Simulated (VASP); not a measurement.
A run of VASP 6.6.1 is set up as follows.

POSCAR

```
ZrB2
1.0
    3.1672052672      0.0000000000      0.0000000000
   -1.5836026336      2.7428802204      0.0000000000
    0.0000000000      0.0000000000      3.5523229931
Zr B
1 2
Direct
    0.0000000000      0.0000000000      0.0000000000
    0.3333333333      0.6666666667      0.5000000000
    0.6666666667      0.3333333333      0.5000000000
```

File INCAR.step1:

```
PREC = Accurate
ENCUT = 600
ISMEAR = -1
SIGMA = 0.15
LREAL = False
LASPH = True
NELM = 100
GGA = PE
ALGO = Normal
EDIFF = 1E-4
LWAVE = True
LCHARG = False
```

File INCAR.step2:

```
PREC = Accurate
ENCUT = 600
EDIFF = 1E-6
ISMEAR = -1
SIGMA = 0.15
LREAL = False
LASPH = True
NELM = 100
ALGO = Normal
ISIF = 3
LWAVE = False
LCHARG = False
METAGGA = R2SCAN
LMIXTAU = True
IBRION = 2
NSW = 80
EDIFFG = -0.001
ISTART = 1
```

KPOINTS

```
Automatic mesh
0
Gamma
  15 15 12
```

Potentials or basis: VASP PAW PBE potentials, release 64 (Zr_sv, B).

Run with:

```bash
$ cat potpaw_PBE.64/Zr_sv/POTCAR potpaw_PBE.64/B/POTCAR > POTCAR
$ cp INCAR.step1 INCAR
$ mpirun -np 1 vasp_std > vasp.out
$ cp INCAR.step2 INCAR
$ mpirun -np 1 vasp_std > vasp.out
```

Q: What does it give for the band gap on the k mesh?

A: Zero (bands 9 and 10 overlap by 1.11 eV).

Q: Predict the relaxed cell.

A: a = 3.168 Å, b = 3.168 Å, c = 3.551 Å, α = 90.00°, β = 90.00°, γ = 120.00°.

Final structure:
```yaml
crystal:
  lattice:
    - [3.16803, 0.00000, 0.00000]
    - [-1.58402, 2.74359, 0.00000]
    - [0.00000, 0.00000, 3.55131]
  atoms:
    - { symbol: Zr, position: [0.00000, 0.00000, 0.00000] }
    - { symbol: B, position: [0.33333, 0.66667, 0.50000] }
    - { symbol: B, position: [0.66667, 0.33333, 0.50000] }
```
